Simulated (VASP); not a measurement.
Write the native input for VASP 6.6.1 that does the following.

```yaml
Task: single point
Functional: PBEsol
Potentials_or_basis: VASP PAW PBE potentials, release 64 (Ti_sv, Al)
Cutoff: 520 eV
k_mesh: 16 × 16 × 16
Occupations: gaussian, width 0.15 eV
Spin: no spin polarisation
Dipole_correction: no
Further_INCAR_settings: ALGO = Fast; EDIFF = 1e-06; NBANDS = 14
```

The structure of TiAl lies in POSCAR:

```
TiAl
1.0
    2.6965946233      0.0000000000      0.0000000000
    0.0000000000      2.6965946233      0.0000000000
    0.0000000000      0.0000000000      4.0926216598
Ti Al
1 1
Direct
    0.0000000000      0.0000000000      0.0000000000
    0.5000000000      0.5000000000      0.5000000000
```

One way to write it, as run:

INCAR

```
PREC = Accurate
ENCUT = 520
EDIFF = 1E-6
ISMEAR = 0
SIGMA = 0.15
LREAL = False
LASPH = True
NELM = 100
ALGO = Fast
ISIF = 2
LWAVE = False
LCHARG = False
GGA = PS
NBANDS = 14
```

KPOINTS

```
regular mesh
0
Gamma
  16 16 16
```

Potentials or basis: VASP PAW PBE potentials, release 64 (Ti_sv, Al).

Command:

```console
$ cat potpaw_PBE.64/Ti_sv/POTCAR potpaw_PBE.64/Al/POTCAR > POTCAR
$ mpirun -np 1 vasp_std > vasp.out
```

It gave:

| Property | Result |
| --- | --- |
| Pressure | 7.7 GPa |
| Band gap on the k mesh | zero (an odd number of electrons rules out a gap without spin polarisation) |

Caveat: the cell stands under pressure; the PAW data sets were made with another functional, which shifts forces and pressure a little.

It took 100 s on 1 thread of Intel(R) Xeon(R) 6975P-C (Granite Rapids) (shared host), peak memory 0.27 GiB.
